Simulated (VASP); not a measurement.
# CrMo7S16 (P-6m2) in VASP: single point with PBEsol+U

Aim: the single point of CrMo7S16 with PBEsol+U.

Program: VASP 6.6.1. These are calculated values, not measurements. Logs are shortened: lines on timing, memory, paths and dates and some standing lists are left out, and cuts for length are marked.

### 1 The cell of the first run

The structure is hexagonal, space group P-6m2 (No. 187). The conventional cell has a = 6.338 Å, b = 6.338 Å, c = 12.324 Å, α = 90.00°, β = 90.00°, γ = 120.00°. Within 3.2 Å of Cr (site symmetry -6m2) lie 6 S at 2.34 Å and 6 Mo at 3.17 Å. Within 3.2 Å of Mo (site symmetry mm2) lie 6 S at 2.39 to 2.40 Å and 4 Mo at 3.16 to 3.17 Å and 2 Cr at 3.17 Å. Within 3.2 Å of Mo (site symmetry mm2) lie 6 S at 2.40 Å and 6 Mo at 3.17 Å. Within 3.2 Å of Mo (site symmetry -6m2) lie 6 S at 2.40 Å and 6 Mo at 3.17 Å. S (site symmetry 3m) has 3 Mo at 2.40 Å and 7 S at 3.10 to 3.17 Å within 3.2 Å. S (site symmetry m) has 3 Mo at 2.40 Å and 7 S at 3.10 to 3.17 Å within 3.2 Å. S (site symmetry m) has 1 Cr at 2.34 Å and 2 Mo at 2.39 Å and 7 S at 3.03 to 3.25 Å within 3.3 Å. S (site symmetry 3m) has 3 Mo at 2.40 Å and 7 S at 3.10 to 3.17 Å within 3.2 Å.

### 2 Single point, PBEsol+U, collinear spin

INCAR reads:

```
PREC = Accurate ; ENCUT = 520
EDIFF = 1E-7 ; ISMEAR = 0
SIGMA = 0.05 ; LREAL = Auto
LASPH = True ; NELM = 150
ALGO = Normal ; ISIF = 2
LWAVE = False ; LCHARG = True
ISPIN = 2 ; MAGMOM = 1.68 -0.23 -0.23 -0.23 0 0 0 0 0 0 0 0 -0.08 -0.08 -0.08 0 0 0 0 0 -0.08 -0.08 -0.08 0
LORBIT = 11 ; LMAXMIX = 4
LDAU = True ; LDAUTYPE = 2
LDAUL = 2 -1 -1 ; LDAUU = 3 0 0
LDAUJ = 0 0 0 ; LDAUPRINT = 1
GGA = PS ; LVHAR = True
NBANDS = 125 ; KPAR = 4
```

KPOINTS reads:

```
Automatic mesh
0
Gamma
  3 3 2
```

POSCAR reads:

```
CrMo7S16
1.0
    6.3379961000      0.0000000000      0.0000000000
   -3.1689980000      5.4888656000      0.0000000000
    0.0000000000      0.0000000000     12.3240000000
Cr Mo S
1 7 16
Direct
    0.1666666667      0.3333333333      0.2500000000
    0.1661332795      0.8330666398      0.2500000000
    0.6669333602      0.3338667205      0.2500000000
    0.6669333602      0.8330666398      0.2500000000
    0.3333147008      0.1666852992      0.7500000000
    0.3333147008      0.6666294016      0.7500000000
    0.8333705984      0.1666852992      0.7500000000
    0.8333333333      0.6666666667      0.7500000000
    0.1666666667      0.3333333333      0.6243515795
    0.1667736424      0.8333868212      0.6242780612
    0.6666131788      0.3332263576      0.6242780612
    0.6666131788      0.8333868212      0.6242780612
    0.3292725217      0.1707274783      0.1271567326
    0.3292725217      0.6585450435      0.1271567326
    0.8414549565      0.1707274783      0.1271567326
    0.8333333333      0.6666666667      0.1241494454
    0.1666666667      0.3333333333      0.8756484205
    0.1667736424      0.8333868212      0.8757219388
    0.6666131788      0.3332263576      0.8757219388
    0.6666131788      0.8333868212      0.8757219388
    0.3292725217      0.1707274783      0.3728432674
    0.3292725217      0.6585450435      0.3728432674
    0.8414549565      0.1707274783      0.3728432674
    0.8333333333      0.6666666667      0.3758505546
```

Potentials or basis: VASP PAW PBE potentials, release 64 (Cr_pv, Mo_sv, S).

Started as:

```
cat potpaw_PBE.64/Cr_pv/POTCAR potpaw_PBE.64/Mo_sv/POTCAR potpaw_PBE.64/S/POTCAR > POTCAR
mpirun -np 4 vasp_std > vasp.out
```

OUTCAR:

```text
PREC = Accurate
   ENCUT = 520
   EDIFF = 1E-7
   ISMEAR = 0
   LREAL = Auto
   LASPH = True
   NELM = 150
   ISIF = 2
   ISPIN = 2
   LORBIT = 11
   GGA = PS

 ion  position               nearest neighbor table
   1  0.167  0.333  0.250-  13 2.34  21 2.34  14 2.34  22 2.34  15 2.34  23 2.34   2 3.17   2 3.17
                             4 3.17   4 3.17   3 3.17   3 3.17
   2  0.166  0.833  0.250-  13 2.39  21 2.39  14 2.39  22 2.39  16 2.40  24 2.40   3 3.16   4 3.16
                             1 3.17   1 3.17   3 3.17   4 3.17
   3  0.667  0.334  0.250-  15 2.39  23 2.39  21 2.39  13 2.39  16 2.40  24 2.40   4 3.16   2 3.16
                             1 3.17   1 3.17   4 3.17   2 3.17
   4  0.667  0.833  0.250-  15 2.39  23 2.39  22 2.39  14 2.39  16 2.40  24 2.40   3 3.16   2 3.16
                             1 3.17   1 3.17   3 3.17   2 3.17
   5  0.333  0.167  0.750-   9 2.40  17 2.40  10 2.40  18 2.40  11 2.40  19 2.40   6 3.17   7 3.17
                             8 3.17   8 3.17   6 3.17   7 3.17
   6  0.333  0.667  0.750-   9 2.40  17 2.40  10 2.40  18 2.40  12 2.40  20 2.40   5 3.17   7 3.17
                             8 3.17   8 3.17   5 3.17   7 3.17
   7  0.833  0.167  0.750-   9 2.40  17 2.40  12 2.40  20 2.40  19 2.40  11 2.40   6 3.17   5 3.17
                             8 3.17   8 3.17   6 3.17   5 3.17
   8  0.833  0.667  0.750-  11 2.40  19 2.40  12 2.40  20 2.40  10 2.40  18 2.40   7 3.17   7 3.17
                             5 3.17   5 3.17   6 3.17   6 3.17
   9  0.167  0.333  0.624-   6 2.40   5 2.40   7 2.40
  10  0.167  0.833  0.624-   5 2.40   6 2.40   8 2.40
  11  0.667  0.333  0.624-   7 2.40   5 2.40   8 2.40
  12  0.667  0.833  0.624-   7 2.40   6 2.40   8 2.40
  13  0.329  0.171  0.127-   1 2.34   2 2.39   3 2.39
  14  0.329  0.659  0.127-   1 2.34   2 2.39   4 2.39
[... 8 lines left out ...]
  23  0.841  0.171  0.373-   1 2.34   4 2.39   3 2.39
  24  0.833  0.667  0.376-   3 2.40   4 2.40   2 2.40

  LATTYP: Found a hexagonal cell.
 ALAT       =     6.3379961000
 C/A-ratio  =     1.9444631719

  Lattice vectors:

 A1 = (   6.3379961000,   0.0000000000,   0.0000000000)
 A2 = (  -3.1689980000,   5.4888656000,   0.0000000000)
 A3 = (   0.0000000000,   0.0000000000,  12.3240000000)

Analysis of symmetry for initial positions (statically):
=====================================================================
 Subroutine PRICEL returns:
 Original cell was already a primitive cell.

 Routine SETGRP: Setting up the symmetry group for a
 hexagonal supercell.

 Subroutine GETGRP returns: Found 12 space group operations
 (whereof  2 operations were pure point group operations)
 out of a pool of 24 trial point group operations.

The static configuration has the point symmetry C_1h.
 The point group associated with its full space group is D_3h.

Analysis of symmetry for dynamics (positions and initial velocities):
=====================================================================
 Subroutine PRICEL returns:
 Original cell was already a primitive cell.

 Routine SETGRP: Setting up the symmetry group for a
 hexagonal supercell.

 Subroutine GETGRP returns: Found 12 space group operations
 (whereof  2 operations were pure point group operations)
 out of a pool of 24 trial point group operations.

The dynamic configuration has the point symmetry C_1h.
 The point group associated with its full space group is D_3h.

Analysis of structural, dynamic, and magnetic symmetry:
=====================================================================
 Subroutine PRICEL returns:
 Original cell was already a primitive cell.

 Routine SETGRP: Setting up the symmetry group for a
 hexagonal supercell.

 Subroutine GETGRP returns: Found 12 space group operations
 (whereof  2 operations were pure point group operations)
 out of a pool of 24 trial point group operations.

The overall configuration has the point symmetry C_1h.
 The point group associated with its full space group is D_3h.

 Subroutine INISYM returns: Found 12 space group operations
 (whereof  2 operations are pure point group operations),
 and found     1 'primitive' translations

----------------------------------------------------------------------------------------

                                     Primitive cell

  volume of cell :     428.7323

  direct lattice vectors                    reciprocal lattice vectors
     6.337996100  0.000000000  0.000000000     0.157778576  0.091093502  0.000000000
[... 136 lines left out ...]
 LDA+U is selected, type is set to LDAUTYPE =  2
   angular momentum for each species LDAUL =     2   -1   -1
   U (eV)           for each species LDAUU =   3.0  0.0  0.0
   J (eV)           for each species LDAUJ =   0.0  0.0  0.0
   GGA     = PS    functional components
   LHFCALC =     F    Hartree Fock is set to
   AEXX    =    0.0000 exact exchange contribution
   IVDW    =     0    specifies the selected vdW correction
   LEPSILON=     F    determine dielectric tensor
   LRPA    =     F    only Hartree local field effects (RPA)
 spin polarized calculation
 Gauss-broadening in eV      SIGMA  =   0.05
  energy-cutoff  :      520.00
  volume of cell :      428.73
 maximum number of plane-waves:     11595
 NGX is ok and might be reduce to    48
   NGX = 23   NGY = 23   NGZ = 45

 number of electron     205.9999987 magnetization       0.0006146

atom =   1  type =  1  l = 2

 onsite density matrix

spin component  1

  0.4281 -0.0000 -0.0000  0.0000  0.0000
 -0.0000  0.3862 -0.0000  0.0000 -0.0000
 -0.0000 -0.0000  0.4962  0.0000 -0.0000
  0.0000  0.0000  0.0000  0.3862  0.0000
  0.0000 -0.0000 -0.0000  0.0000  0.4281

spin component  2

  0.4280  0.0000 -0.0000  0.0000  0.0000
  0.0000  0.3862 -0.0000  0.0000 -0.0000
 -0.0000 -0.0000  0.4962  0.0000 -0.0000
  0.0000  0.0000  0.0000  0.3862  0.0000
  0.0000 -0.0000 -0.0000  0.0000  0.4280

 occupancies and eigenvectors

  o =  0.3862  v =  0.0000  0.0000  0.0000  0.0000  0.0000  0.0000  0.8762  0.0000 -0.4820  0.0000      0.0000  0.0000  0.0000  0.0000  0.0000  0.0000  0.0000  0.0000  0.0000  0.0000
  o =  0.3862  v =  0.0000  0.0000  0.0000  0.0000  0.0000  0.0000 -0.4820 -0.0000 -0.8762 -0.0000      0.0000  0.0000  0.0000  0.0000  0.0000  0.0000  0.0000  0.0000  0.0000  0.0000
  o =  0.3862  v = -0.0000 -0.8762  0.0000  0.4820  0.0000  0.0000  0.0000  0.0000  0.0000  0.0000      0.0000  0.0000  0.0000  0.0000  0.0000  0.0000  0.0000  0.0000  0.0000  0.0000
  o =  0.3862  v =  0.0000 -0.4820  0.0000 -0.8762  0.0000  0.0000  0.0000  0.0000  0.0000  0.0000      0.0000  0.0000  0.0000  0.0000  0.0000  0.0000  0.0000  0.0000  0.0000  0.0000
  o =  0.4280  v =  0.0000  0.0000  0.0000  0.0000  0.0000  0.3775 -0.0000  0.0000 -0.0000  0.9260      0.0000  0.0000  0.0000  0.0000  0.0000  0.0000  0.0000  0.0000  0.0000  0.0000
  o =  0.4280  v =  0.0000  0.0000  0.0000  0.0000  0.0000 -0.9260 -0.0000 -0.0000 -0.0000  0.3775      0.0000  0.0000  0.0000  0.0000  0.0000  0.0000  0.0000  0.0000  0.0000  0.0000
  o =  0.4281  v =  0.4564  0.0000  0.0000 -0.0000  0.8898  0.0000  0.0000  0.0000  0.0000  0.0000      0.0000  0.0000  0.0000  0.0000  0.0000  0.0000  0.0000  0.0000  0.0000  0.0000
  o =  0.4281  v = -0.8898  0.0000 -0.0000 -0.0000  0.4564  0.0000  0.0000  0.0000  0.0000  0.0000      0.0000  0.0000  0.0000  0.0000  0.0000  0.0000  0.0000  0.0000  0.0000  0.0000
  o =  0.4962  v =  0.0000 -0.0000 -1.0000 -0.0000  0.0000  0.0000  0.0000  0.0000  0.0000  0.0000      0.0000  0.0000  0.0000  0.0000  0.0000  0.0000  0.0000  0.0000  0.0000  0.0000
  o =  0.4962  v =  0.0000  0.0000  0.0000  0.0000  0.0000 -0.0000 -0.0000  1.0000  0.0000 -0.0000      0.0000  0.0000  0.0000  0.0000  0.0000  0.0000  0.0000  0.0000  0.0000  0.0000

 number of electron     205.9999987 magnetization      -0.0000121

 Free energy of the ion-electron system (eV)
  ---------------------------------------------------
  ext. energy  EPLUGINS =         0.00000000
  ---------------------------------------------------
  free energy    TOTEN  =      -181.47376287 eV

  energy without entropy =     -181.47376287  energy(sigma->0) =     -181.47376287

 E-fermi :   7.4492     XC(G=0): -10.9116

 val. band max:        7.1944106614   @ k =   0.0000   0.0000   0.0000
 cond. band min:       7.7018862733   @ k =   0.3333   0.3333   0.0000
 fundamental gap:      0.5074756120
 Fermi energy:         7.4491501427

 spin component 1

 k-point     1 :       0.0000    0.0000    0.0000
  band No.  band energies     occupation
      1     -54.2487      1.00000
      2     -54.2184      1.00000
      3     -54.2184      1.00000
      4     -54.1879      1.00000
      5     -54.1496      1.00000
      6     -54.1462      1.00000
[... 697 lines left out ...]
    114       8.8430      0.00000
    115       8.9429      0.00000
 Fermi energy:         7.4491501427

 spin component 2

 k-point     1 :       0.0000    0.0000    0.0000
  band No.  band energies     occupation
      1     -54.2487      1.00000
      2     -54.2184      1.00000
      3     -54.2184      1.00000
      4     -54.1879      1.00000
      5     -54.1496      1.00000
      6     -54.1462      1.00000
[... 697 lines left out ...]
    114       8.8430      0.00000
    115       8.9428      0.00000
 [bands above 115 left out]

------------------------ aborting loop because EDIFF is reached ----------------------------------------

  FORCE on cell =-STRESS in cart. coord.  units (eV):
  Direction    XX          YY          ZZ          XY          YZ          ZX
  --------------------------------------------------------------------------------------
  -------------------------------------------------------------------------------------
  Total       -9.6799092     -9.6799091     -0.3592721     -0.0000001      0.0000000      0.0000000
  in kB      -36.1739231    -36.1739227     -1.3426036     -0.0000003      0.0000000      0.0000000
  external PRESSURE =     -24.5634831 kB  Pullay stress =       0.0000000 kB

 VOLUME and BASIS-vectors are now :
 -----------------------------------------------------------------------------
  energy-cutoff  :      520.00
  volume of cell :      428.73
      direct lattice vectors                 reciprocal lattice vectors
     6.337996100  0.000000000  0.000000000     0.157778576  0.091093502  0.000000000
    -3.168998000  5.488865600  0.000000000     0.000000000  0.182187008  0.000000000
     0.000000000  0.000000000 12.324000000     0.000000000  0.000000000  0.081142486

 POSITION                                       TOTAL-FORCE (eV/Angst)
 -----------------------------------------------------------------------------------
      0.00000      1.82962      3.08100         0.000000     -0.000000     -0.000000
     -1.58703      4.57259      3.08100         0.012983      0.007496     -0.000000
      3.16900      1.83255      3.08100        -0.000000     -0.014992     -0.000000
      1.58703      4.57259      3.08100        -0.012983      0.007496     -0.000000
      1.58432      0.91491      9.24300         0.000964     -0.000557     -0.000000
      0.00000      3.65904      9.24300         0.000000      0.001113     -0.000000
[... 16 lines left out ...]
      4.79210      0.93710      4.59492         0.130242      0.075195     -0.131646
      3.16900      3.65924      4.63198         0.000000      0.000000      0.051568
 -----------------------------------------------------------------------------------
    total drift:                                0.000007     -0.000004      0.000000

  FREE ENERGIE OF THE ION-ELECTRON SYSTEM (eV)
  ---------------------------------------------------
  free  energy   TOTEN  =      -181.4737628724 eV

  energy  without entropy=     -181.4737628724  energy(sigma->0) =     -181.47376287

 total charge

# of ion       s       p       d       tot
------------------------------------------
    1        0.301   6.345   4.213  10.859
    2        2.300   6.224   3.965  12.489
    3        2.300   6.224   3.965  12.489
    4        2.300   6.224   3.965  12.489
    5        2.297   6.225   3.976  12.498
    6        2.297   6.225   3.976  12.498
[... 16 lines left out ...]
   23        1.359   2.309   0.000   3.668
   24        1.359   2.319   0.000   3.678
--------------------------------------------------
tot         38.121  86.988  32.011 157.120

 magnetization (x)

# of ion       s       p       d       tot
------------------------------------------
    1        0.000   0.000   0.000   0.000
    2       -0.000  -0.000  -0.000  -0.000
    3       -0.000  -0.000  -0.000  -0.000
    4       -0.000  -0.000  -0.000  -0.000
    5        0.000   0.000   0.000   0.000
    6        0.000   0.000   0.000   0.000
[... 16 lines left out ...]
   23        0.000  -0.000   0.000  -0.000
   24        0.000   0.000   0.000   0.000
--------------------------------------------------
tot          0.000  -0.000   0.000   0.000
```

Wall time 13 min (4 MPI ranks of Intel Xeon Platinum 8259CL at 2.50GHz (Skylake/Cascade Lake), shared host); peak memory 0.98 GiB.

Results:

```
Free energy                                           : -181.4738 eV
Pressure                                              : -2.5 GPa
Largest force                                         : 0.200 eV/Å
Band gap on the k mesh                                : 0.51 eV (least direct gap 0.85 eV)
Net moment                                            : 0.00 μB per cell
Valence electrons inside the program's atomic spheres : Cr 10.86; Mo 12.49, 12.50 (each value once); S 3.68, 3.67 (each value once)
```

Forces on the atoms (eV/Å):
```
Cr   0.000  0.000  0.000
Mo   0.013  0.007  0.000
Mo   0.000 -0.015  0.000
Mo  -0.013  0.007  0.000
Mo   0.001 -0.001  0.000
Mo   0.000  0.001  0.000
Mo  -0.001 -0.001  0.000
Mo   0.000  0.000  0.000
S    0.000  0.000 -0.006
S   -0.001 -0.001 -0.008
S    0.000  0.002 -0.008
S    0.001 -0.001 -0.008
S   -0.130  0.075  0.132
S    0.000 -0.150  0.132
S    0.130  0.075  0.132
S    0.000  0.000 -0.052
S    0.000  0.000  0.006
S   -0.001 -0.001  0.008
S    0.000  0.002  0.008
S    0.001 -0.001  0.008
S   -0.130  0.075 -0.132
S    0.000 -0.150 -0.132
S    0.130  0.075 -0.132
S    0.000  0.000  0.052
```

Stress tensor (GPa, compression positive):
```
-3.62  0.00  0.00
 0.00 -3.62  0.00
 0.00  0.00 -0.13
```

Levels at points of the mesh, in eV from the valence-band top:
Spin up:
```csv
k point,band 100,band 101,band 102,band 103,band 104,band 105,band 106,band 107
"(0.00, 0.00, 0.00)",-1.23,-1.12,-1.04,0.00,0.85,0.85,1.32,1.58
"(0.00, 0.00, 0.50)",-1.27,-1.27,-0.27,-0.20,0.85,0.85,1.33,1.58
```
Spin down:
```
           k point  band 100  band 101  band 102  band 103  band 104  band 105  band 106  band 107
(0.00, 0.00, 0.00)     -1.23     -1.12     -1.04      0.00      0.85      0.85      1.32      1.58
(0.00, 0.00, 0.50)     -1.27     -1.27     -0.27     -0.20      0.85      0.85      1.33      1.58
```

Eigenvalues of the final occupation matrices:
| site | spin | trace | eigenvalues |
| --- | --- | --- | --- |
| site 1 d | 1 | 2.12 | 0.39 0.39 0.43 0.43 0.50 |
| site 1 d | 2 | 2.12 | 0.39 0.39 0.43 0.43 0.50 |

Caveat: the moments typed at the start vanished in this run; the PAW data sets were made with another functional, which shifts forces and pressure a little; this functional lacks dispersion, which binds layers or chains, so the pressure and a relaxed spacing across them are unreliable. A k mesh can miss the band edges.
